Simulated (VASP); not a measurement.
# In (Fd-3m) in VASP: a series of runs

Runs on In. Level: PBEsol. Tasks: single point.

All numbers are computed with VASP 6.6.1; they aren't measurements. Logs are shortened: lines on timing, memory, paths and dates and some standing lists are left out, and cuts for length are marked.

### 1 The cell of the first run

It takes space group Fd-3m (No. 227, cubic). The conventional cell has a = 5.032 Å, b = 5.032 Å, c = 5.032 Å, α = 90.00°, β = 90.00°, γ = 90.00°. In (site symmetry -43m) has 4 In at 2.18 Å within 2.9 Å.

This isn't the form of In at room conditions, which is tetragonal.

### 2 Single point, PBEsol (15.92 Å³/atom)

Input file POSCAR:

```
In
1.0
    0.0000000000      2.5158201898      2.5158201898
    2.5158201898      0.0000000000      2.5158201898
    2.5158201898      2.5158201898      0.0000000000
In
2
Direct
   -0.1250000000     -0.1250000000     -0.1250000000
    0.1250000000      0.1250000000      0.1250000000
```

Input file INCAR.step1:

```
SYSTEM = In
  ALGO = Normal
  EDIFF = 1E-6
  ENCUT = 520
  GGA = PS
  ISIF = 2
  ISMEAR = -1
  LASPH = .True.
  LCHARG = .True.
  LREAL = .False.
  LWAVE = .False.
  NBANDS = 20
  NELM = 100
  PREC = Accurate
  SIGMA = 0.08
```

Input file KPOINTS.step1:

```
k-points
0
Gamma
  10 10 10
  0 0 0
```

Input file INCAR.step2:

```
SYSTEM = In
  ALGO = Normal
  EDIFF = 1E-6
  ENCUT = 520
  GGA = PS
  ICHARG = 11
  ISIF = 2
  ISMEAR = -5
  LASPH = .True.
  LCHARG = .False.
  LORBIT = 10
  LREAL = .False.
  LWAVE = .False.
  NBANDS = 20
  NEDOS = 2001
  NELM = 100
  PREC = Accurate
  SIGMA = 0.08
```

Input file KPOINTS.step2:

```
k-points
0
Gamma
  15 15 15
  0 0 0
```

Potentials or basis: VASP PAW PBE potentials, release 64 (In_d).

Started as:

```
cat potpaw_PBE.64/In_d/POTCAR > POTCAR
cp INCAR.step1 INCAR
cp KPOINTS.step1 KPOINTS
mpirun -np 1 vasp_std > vasp.out
cp INCAR.step2 INCAR
cp KPOINTS.step2 KPOINTS
mpirun -np 1 vasp_std > vasp.out
```

OUTCAR:

```text
SYSTEM = In
   EDIFF = 1E-6
   ENCUT = 520
   GGA = PS
   ICHARG = 11
   ISIF = 2
   ISMEAR = -5
   LASPH = .True.
   LORBIT = 10
   LREAL = .False.
   NELM = 100
   PREC = Accurate

 ion  position               nearest neighbor table
   1  0.875  0.875  0.875-   2 2.18   2 2.18   2 2.18   2 2.18
   2  0.125  0.125  0.125-   1 2.18   1 2.18   1 2.18   1 2.18

  LATTYP: Found a face centered cubic cell.
 ALAT       =     5.0316403796

  Lattice vectors:

 A1 = (   0.0000000000,   2.5158201898,   2.5158201898)
 A2 = (   2.5158201898,   0.0000000000,   2.5158201898)
 A3 = (   2.5158201898,   2.5158201898,   0.0000000000)

Analysis of symmetry for initial positions (statically):
=====================================================================
 Subroutine PRICEL returns:
 Original cell was already a primitive cell.

 Routine SETGRP: Setting up the symmetry group for a
 face centered cubic supercell.

 Subroutine GETGRP returns: Found 48 space group operations
 (whereof 12 operations were pure point group operations)
 out of a pool of 48 trial point group operations.

The static configuration has the point symmetry D_3d.
 The point group associated with its full space group is O_h .

Analysis of symmetry for dynamics (positions and initial velocities):
=====================================================================
 Subroutine PRICEL returns:
 Original cell was already a primitive cell.

 Routine SETGRP: Setting up the symmetry group for a
 face centered cubic supercell.

 Subroutine GETGRP returns: Found 48 space group operations
 (whereof 12 operations were pure point group operations)
 out of a pool of 48 trial point group operations.

The dynamic configuration has the point symmetry D_3d.
 The point group associated with its full space group is O_h .

 Subroutine INISYM returns: Found 48 space group operations
 (whereof 12 operations are pure point group operations),
 and found     1 'primitive' translations

----------------------------------------------------------------------------------------

                                     Primitive cell

  volume of cell :      31.8470

  direct lattice vectors                    reciprocal lattice vectors
     0.000000000  2.515820190  2.515820190    -0.198742343  0.198742343  0.198742343
     2.515820190  0.000000000  2.515820190     0.198742343 -0.198742343  0.198742343
     2.515820190  2.515820190  0.000000000     0.198742343  0.198742343 -0.198742343

  length of vectors
     3.557907033  3.557907033  3.557907033     0.344231836  0.344231836  0.344231836

  position of ions in fractional coordinates (direct lattice)
     0.875000000  0.875000000  0.875000000
     0.125000000  0.125000000  0.125000000

  ion indices of the primitive-cell ions
   primitive index   ion index
                 1           1
                 2           2

----------------------------------------------------------------------------------------

 KPOINTS: k-points

Automatic generation of k-mesh.
 Grid dimensions read from file:
 generate k-points for:   15   15   15

 Generating k-lattice:

  Cartesian coordinates                     Fractional coordinates (reciprocal lattice)
    -0.013249490  0.013249490  0.013249490     0.066666667  0.000000000  0.000000000
     0.013249490 -0.013249490  0.013249490     0.000000000  0.066666667  0.000000000
     0.013249490  0.013249490 -0.013249490     0.000000000  0.000000000  0.066666667

  Length of vectors
     0.022948789  0.022948789  0.022948789

  Shift w.r.t. Gamma in fractional coordinates (k-lattice)
     0.000000000  0.000000000  0.000000000

 TETIRR: Found    484 inequivalent tetrahedra from    20250

 Subroutine IBZKPT returns following result:
 ===========================================

 Found    120 irreducible k-points:

 Following reciprocal coordinates:
            Coordinates               Weight
  0.000000  0.000000  0.000000      1.000000
  0.066667  0.000000  0.000000      8.000000
  0.133333  0.000000  0.000000      8.000000
  0.200000  0.000000  0.000000      8.000000
  0.266667  0.000000  0.000000      8.000000
  0.333333  0.000000  0.000000      8.000000
[... 16 lines left out ...]
  0.133333  0.133333  0.000000      6.000000
  0.200000  0.133333  0.000000     24.000000
 [... further k-points ...]
   k-points           NKPTS =    120   k-points in BZ     NKDIM =    120   number of bands    NBANDS=     20
   number of dos      NEDOS =   2001   number of ions     NIONS =      2
   total plane-waves  NPLWV =  21952
   dimension x,y,z NGX =    28 NGY =   28 NGZ =   28
   dimension x,y,z NGXF=    56 NGYF=   56 NGZF=   56
   ions per type =               2
   NGX,Y,Z   is equivalent  to a cutoff of  13.08, 13.08, 13.08 a.u.
   NGXF,Y,Z  is equivalent  to a cutoff of  26.17, 26.17, 26.17 a.u.
 SYSTEM =  In
   PREC   = accura    normal or accurate (medium, high low for compatibility)
   ISTART =      0    job   : 0-new  1-cont  2-samecut
   ICHARG =     11    charge: 1-file 2-atom 10-const
   ISPIN  =      1    spin polarized calculation?
   LNONCOLLINEAR =      F non collinear calculations
   LSORBIT =      F    spin-orbit coupling
   LASPH  =      T    aspherical Exc in radial PAW
   ENCUT  =  520.0 eV  38.22 Ry    6.18 a.u.   6.62  6.62  6.62*2*pi/ulx,y,z
   NELM   =    100;   NELMIN=  2; NELMDL=  0     # of ELM steps
   EDIFF  = 0.1E-05   stopping-criterion for ELM
   LREAL  =      F    real-space projection
   EDIFFG = 0.1E-04   stopping-criterion for IOM
   NSW    =      0    number of steps for IOM
   IBRION =     -1    ionic relax: 0-MD 1-quasi-New 2-CG
   NFREE  =      0    steps in history (QN), initial steepest desc. (CG)
   ISIF   =      2    stress and relaxation
   ISYM   =      2    0-nonsym 1-usesym 2-fastsym
   POTIM  = 0.5000    time-step for ionic-motion
   TEBEG  =    0.0;   TEEND  =   0.0 temperature during run
   PSTRESS=    0.0 pullay stress
   NELECT =      26.0000    total number of electrons
   NUPDOWN=      -1.0000    fix difference up-down
   EMIN   =  10.00;   EMAX   =-10.00  energy-range for DOS
   EFERMI =   0.00;   METHOD = LEGACY
   ISMEAR =    -5;   SIGMA  =   0.08  broadening in eV -4-tet -1-fermi 0-gaus
   EFERMI_NEDOS =   21; number of points for ismear=-14 and -15
   IALGO  =     38    algorithm
   IMIX   =      4    mixing-type and parameters
     AMIX     =   0.40;   BMIX     =  1.00
     AMIX_MAG =   1.60;   BMIX_MAG =  1.00
  volume/ion in A,a.u.               =      15.92       107.46
  Fermi-wavevector in a.u.,A,eV,Ry     =   1.530064  2.891402 31.852555  2.341097
  Thomas-Fermi vector in A             =   2.637599
   LORBIT       =     10    0 simple, 1 ext, 2 COOP (PROOUT), +10 PAW based schemes
   GGA     = PS    functional components
   LHFCALC =     F    Hartree Fock is set to
   AEXX    =    0.0000 exact exchange contribution
   IVDW    =     0    specifies the selected vdW correction
   LEPSILON=     F    determine dielectric tensor
   LRPA    =     F    only Hartree local field effects (RPA)
 non-spin polarized calculation
 Fermi weights with tetrahedron method with Bloechl corrections
  energy-cutoff  :      520.00
  volume of cell :       31.85
 maximum number of plane-waves:       882

 number of electron      25.9999987 magnetization

 Free energy of the ion-electron system (eV)
  ---------------------------------------------------
  ext. energy  EPLUGINS =         0.00000000
  ---------------------------------------------------
  free energy    TOTEN  =         4.01551607 eV

  energy without entropy =        4.01551607  energy(sigma->0) =        4.01551607

 E-fermi :  14.4099     XC(G=0): -12.7630

 val. band max:       14.4101850876   @ k =  -0.4000   0.2667   0.0667
 cond. band min:      14.2605375236   @ k =  -0.1333   0.2000   0.0667
 fundamental gap:     -0.1496475640
 Fermi energy:        14.4098660755

 k-point     1 :       0.0000    0.0000    0.0000
  band No.  band energies     occupation
      1      -3.5672      2.00000
      2      -3.5672      2.00000
      3      -3.5672      2.00000
      4      -3.4917      2.00000
      5      -3.4917      2.00000
      6      -1.1181      2.00000
[... 12 lines left out ...]
     19      23.4279      0.00000
     20      25.1573      0.00000

 k-point     2 :       0.0667    0.0000    0.0000
  band No.  band energies     occupation
      1      -3.6543      2.00000
      2      -3.6543      2.00000
      3      -3.5648      2.00000
      4      -3.3889      2.00000
      5      -3.3889      2.00000
      6      -1.1512      2.00000
[... 12 lines left out ...]
     19      23.9069      0.00000
     20      24.9941      0.00000

 k-point     3 :       0.1333    0.0000    0.0000
  band No.  band energies     occupation
      1      -3.7438      2.00000
      2      -3.7438      2.00000
      3      -3.5587      2.00000
      4      -3.2576      2.00000
      5      -3.2576      2.00000
      6      -1.2381      2.00000
[... 12 lines left out ...]
     19      24.7100      0.00000
     20      24.8073      0.00000

 k-point     4 :       0.2000    0.0000    0.0000
  band No.  band energies     occupation
      1      -3.8021      2.00000
      2      -3.8021      2.00000
      3      -3.5517      2.00000
      4      -3.1468      2.00000
      5      -3.1468      2.00000
      6      -1.3553      2.00000
[... 429 lines left out ...]
 k-point    23 :       0.1333    0.1333    0.0000
  band No.  band energies     occupation
      1      -3.8580      2.00000
      2      -3.6132      2.00000
      3      -3.6132      2.00000
      4      -3.3603      2.00000
      5      -3.0477      2.00000
      6      -1.5713      2.00000
[... 12 lines left out ...]
     19      25.3041      0.00000
     20      25.7947      0.00000

 k-point    24 :       0.2000    0.1333    0.0000
  band No.  band energies     occupation
      1      -3.9125      2.00000
      2      -3.6549      2.00000
      3      -3.6240      2.00000
      4      -3.2673      2.00000
      5      -2.9143      2.00000
      6      -1.7346      2.00000
[... 12 lines left out ...]
     19      25.7749      0.00000
     20      26.0969      0.00000

 [... further k-points ...]

------------------------ aborting loop because EDIFF is reached ----------------------------------------

  FORCE on cell =-STRESS in cart. coord.  units (eV):
  Direction    XX          YY          ZZ          XY          YZ          ZX
  --------------------------------------------------------------------------------------
  -------------------------------------------------------------------------------------
  Total       32.7399577     32.7399577     32.7399577      0.0000000      0.0000000      0.0000000
  in kB     1647.0997693   1647.0997693   1647.0997693      0.0000000      0.0000000      0.0000000
  external PRESSURE =    1647.0997693 kB  Pullay stress =       0.0000000 kB

 VOLUME and BASIS-vectors are now :
 -----------------------------------------------------------------------------
  energy-cutoff  :      520.00
  volume of cell :       31.85
      direct lattice vectors                 reciprocal lattice vectors
     0.000000000  2.515820190  2.515820190    -0.198742343  0.198742343  0.198742343
     2.515820190  0.000000000  2.515820190     0.198742343 -0.198742343  0.198742343
     2.515820190  2.515820190  0.000000000     0.198742343  0.198742343 -0.198742343

 POSITION                                       TOTAL-FORCE (eV/Angst)
 -----------------------------------------------------------------------------------
      4.40269      4.40269      4.40269        -0.000000     -0.000000     -0.000000
      0.62896      0.62896      0.62896         0.000000      0.000000      0.000000
 -----------------------------------------------------------------------------------
    total drift:                                0.000000     -0.000000     -0.000000

  FREE ENERGIE OF THE ION-ELECTRON SYSTEM (eV)
  ---------------------------------------------------
  free  energy   TOTEN  =         4.0155160712 eV

  energy  without entropy=        4.0155160712  energy(sigma->0) =        4.01551607

 total charge

# of ion       s       p       d       tot
------------------------------------------
    1        1.136   1.525  10.033  12.694
    2        1.136   1.525  10.033  12.694
--------------------------------------------------
tot          2.272   3.050  20.066  25.388
```

It took 2.5 min on 1 thread of AMD EPYC 7R13, shared host; peak memory 0.16 GiB.

Results:

* Valence electrons inside the program's atomic spheres: In 12.69

Caveat: the PAW data sets were made with another functional, which shifts forces and pressure a little; spin-orbit coupling is left out, which moves the levels of the heavy elements; tetrahedron occupations give inexact forces and stress in metals.

[end of part 1 of 2]
